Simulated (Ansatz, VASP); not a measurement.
**Two plane-wave programs on Mg4O**

INCAR

```
SYSTEM = Mg4O
PREC     = Accurate       ! precision mode
ENCUT    = 520            ! plane-wave cutoff, eV
EDIFF    = 1E-6           ! SCF threshold, eV
ISMEAR   = 0              ! smearing method
SIGMA    = 0.1            ! smearing width, eV
LREAL    = .FALSE.        ! projectors in reciprocal space
LASPH    = .TRUE.         ! aspherical terms in the spheres
NELM     = 60             ! most SCF steps
ALGO     = Normal         ! electronic algorithm
ISIF     = 2              ! what is computed and relaxed
LWAVE    = .FALSE.        ! write WAVECAR
LCHARG   = .FALSE.        ! write CHGCAR
LDIPOL   = .TRUE.       
IDIPOL   = 3            
DIPOL    = 0.5 0.5 0.311
GGA      = CA             ! functional
NBANDS   = 15             ! bands
```

KPOINTS

```
Automatic mesh
0
G
  8 5 1
  0 0 0
```

File POSCAR:

```
Mg4O
1.0
    3.1466128697      0.0000000000      0.0000000000
    0.0000000000      5.0388886589      0.0000000000
    0.0000000000      0.0000000000     20.5846139733
Mg O
4 1
Direct
    0.0000000000      0.7500000000      0.1943198937
    0.5000000000      0.2500000000      0.2384474589
    0.5000000000      0.7500000000      0.3306067122
    0.0000000000      0.2500000000      0.3684603453
    0.3750000000      0.6250000000      0.4214125164
```

Input for Ansatz:

```yaml
crystal:
  lattice:
    - [3.1466128697, 0.0, 0.0]
    - [0.0, 5.0388886589, 0.0]
    - [0.0, 0.0, 20.5846139733]
  atoms:
    - { symbol: Mg, position: [0.0, 0.75, 0.1943198937] }
    - { symbol: Mg, position: [0.5, 0.25, 0.2384474589] }
    - { symbol: Mg, position: [0.5, 0.75, 0.3306067122] }
    - { symbol: Mg, position: [0.0, 0.25, 0.3684603453] }
    - { symbol: O, position: [0.375, 0.625, 0.4214125164] }
basis:
  ecutwfc: 420
kpoints:
  mp_grid: { grid: [8, 5, 1] }
hamiltonian:
  xc: lda
scf:
  occupations: { method: gaussian, width: 0.1 }
output:
  forces: true
  eigenvalues: true
efield:
  axis: 3
  dipole_correction: true
  ramp_width: 0.04
```

Alike in both runs: task single point; functional LDA; k mesh 8 × 5 × 1; occupations gaussian, width 0.1 eV; no spin polarisation.

```csv
,VASP,Ansatz
version,VASP 6.6.1,Ansatz 0.2.0
potentials or method,"VASP PAW LDA potentials, release 64 (Mg, O), cutoff 520 eV","scalar-relativistic, plane waves, PAW"
valence electrons in the cell,14,46
```

VASP gave:

| Quantity | Value |
| --- | --- |
| gap on the k mesh at the Fermi level (eV) | none |
| rms of the force components (eV/Å) | 1.175 |

Q: Estimate Ansatz's values.

A: gap on the k mesh at the Fermi level (eV): none; rms of the force components (eV/Å): 1.181.

LDA's correlation is that of Perdew and Zunger in VASP and of Perdew and Wang (1992) in Ansatz. Atom by atom the forces differ by 0.010 eV/Å (rms over components). A gap of «none» marks a metal or a gap that the smearing closes. VASP's potentials hold 14 valence electrons a cell and Ansatz's 46, so a difference there can come from the potentials and not from the codes.
